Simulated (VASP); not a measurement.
Crystal: Al3Si2N3.

```
Al Si N
1.0
     3.24213    0.04528   -0.00993
    -1.58185    2.79015    0.03092
    -0.03413    0.10299   11.24981
Al Si N
3 2 3
Direct
  0.32067 0.62972 0.51639
  0.34340 0.66858 0.96187
  0.63799 0.34169 0.73743
  0.34221 0.65925 0.19274
  0.65657 0.32405 0.29504
  0.69127 0.35986 0.46024
  0.67961 0.34436 0.90149
  0.32828 0.67249 0.68479
```

```yaml
Program: VASP 6.6.1
Task: relaxation of cell and atoms
Functional: PBE
Potentials_or_basis: VASP PAW PBE potentials, release 64 (Al, Si, N)
Cutoff: 600 eV
k_mesh: 6 × 6 × 2
Occupations: gaussian, width 0.2 eV
Spin: no spin polarisation
```

At the start: pressure 0.6 GPa; volume 12.82 Å³/atom.

Task: Where does the relaxation end?

Result: Over 16 steps the energy falls by 56.4 meV/atom and the volume is 12.56 Å³/atom (-2.1 %); space group Cm (No. 8, to 0.05 Å).

The path:
```csv
step,energy change (eV),largest force (eV/Å),pressure (GPa),volume (Å³)
1,0.0000,2.0964,0.55,102.56
2,-0.2707,1.5262,-2.60,103.16
3,-0.3257,1.0507,-2.16,102.98
4,-0.4254,0.3900,0.06,100.69
5,-0.4257,0.3868,0.19,100.57
6,-0.4396,0.1892,-0.07,100.53
7,-0.4397,0.1613,-0.06,100.53
8,-0.4452,0.1209,0.03,100.46
9,-0.4465,0.1223,0.10,100.40
10,-0.4486,0.0773,-0.10,100.49
11,-0.4486,0.0864,-0.11,100.49
12,-0.4500,0.0540,0.07,100.41
13,-0.4501,0.0642,0.13,100.38
14,-0.4507,0.0415,-0.06,100.49
15,-0.4507,0.0368,-0.04,100.48
16,-0.4508,0.0218,0.02,100.45
```

Final structure:
```
CELL_PARAMETERS angstrom
3.22234 -0.00039 0.00121
-1.61118 2.78952 -0.00360
0.00370 -0.01296 11.17545
ATOMIC_POSITIONS crystal
Al 0.33217 0.66623 0.51432
Al 0.33423 0.67093 0.96072
Al 0.66638 0.33575 0.73752
Si 0.33372 0.66011 0.18392
Si 0.66717 0.32825 0.29863
N 0.66582 0.33283 0.46338
N 0.66777 0.33750 0.90748
N 0.33275 0.66839 0.68403
```

Caveat: the k points lie up to 0.38 Å⁻¹ apart in the final cell.
